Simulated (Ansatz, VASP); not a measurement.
**Two plane-wave programs on H**

The input POSCAR:

```
H
1.0
   10.0000000000      0.0000000000      0.0000000000
    0.0000000000     10.3000000000      0.0000000000
    0.0000000000      0.0000000000     10.6000000000
H
2
Direct
    0.5000000000      0.4854368932      0.4367924528
    0.5000000000      0.4854368932      0.5066037736
```

INCAR.step1

```
PREC     = Accurate       # precision mode
ENCUT    = 520            # plane-wave cutoff, eV
ISMEAR   = 0              # smearing method
SIGMA    = 0.01           # smearing width, eV
LREAL    = F              # projectors in reciprocal space
LASPH    = T              # aspherical terms in the spheres
NELM     = 80             # most SCF steps
GGA      = PE             # functional
ALGO     = Normal         # electronic algorithm
EDIFF    = 1E-4           # SCF threshold, eV
LWAVE    = T              # write WAVECAR
LCHARG   = F              # write CHGCAR
```

File INCAR.step2:

```
PREC     = Accurate       # precision mode
ENCUT    = 520            # plane-wave cutoff, eV
EDIFF    = 1E-6           # SCF threshold, eV
ISMEAR   = 0              # smearing method
SIGMA    = 0.01           # smearing width, eV
LREAL    = F              # projectors in reciprocal space
LASPH    = T              # aspherical terms in the spheres
NELM     = 80             # most SCF steps
ALGO     = Normal         # electronic algorithm
ISIF     = 2              # what is computed and relaxed
LWAVE    = F              # write WAVECAR
LCHARG   = F              # write CHGCAR
METAGGA  = R2SCAN         # meta-GGA
LMIXTAU  = T            
IBRION   = 2              # ionic algorithm
NSW      = 80             # ionic steps
EDIFFG   = -0.01          # ionic threshold
ISTART   = 1
```

KPOINTS

```
Automatic mesh
0
Gamma
  1 1 1
```

Input for Ansatz:

```yaml
crystal:
  lattice:
    - [10.0, 0.0, 0.0]
    - [0.0, 10.3, 0.0]
    - [0.0, 0.0, 10.6]
  atoms:
    - { symbol: H, position: [0.5, 0.4854368932, 0.4367924528] }
    - { symbol: H, position: [0.5, 0.4854368932, 0.5066037736] }
scf:
  occupations: { method: gaussian, width: 0.01 }
output:
  forces: true
  stress: false
  eigenvalues: true
  write_density: true
  write_potential: true
  elf: true
  volumetric_format: npy
kpoints:
  mp_grid: { grid: [1, 1, 1] }
hamiltonian:
  xc: r2scan
relax:
  f_tol: 0.01
  adjacent_minimum: "off"
```

Alike in both runs: task relaxation of the atoms; functional r2SCAN; k mesh 1 × 1 × 1; occupations gaussian, width 0.01 eV; no spin polarisation.

```csv
,VASP,Ansatz
version,VASP 6.6.1,Ansatz 0.2.0
potentials or method,"VASP PAW PBE potentials, release 64 (H)","scalar-relativistic, plane waves, PAW"
plane-wave cutoff (eV),520,500
valence electrons in the cell,2,2
```

```tsv
	VASP	Ansatz	Ansatz less VASP
gap on the k mesh at the Fermi level, each at its own relaxed structure (eV)	10.99	10.98	-0.012
```

VASP's potentials were made for PBE, not for r2SCAN. Ansatz's warnings: xc potential rough in thin density.
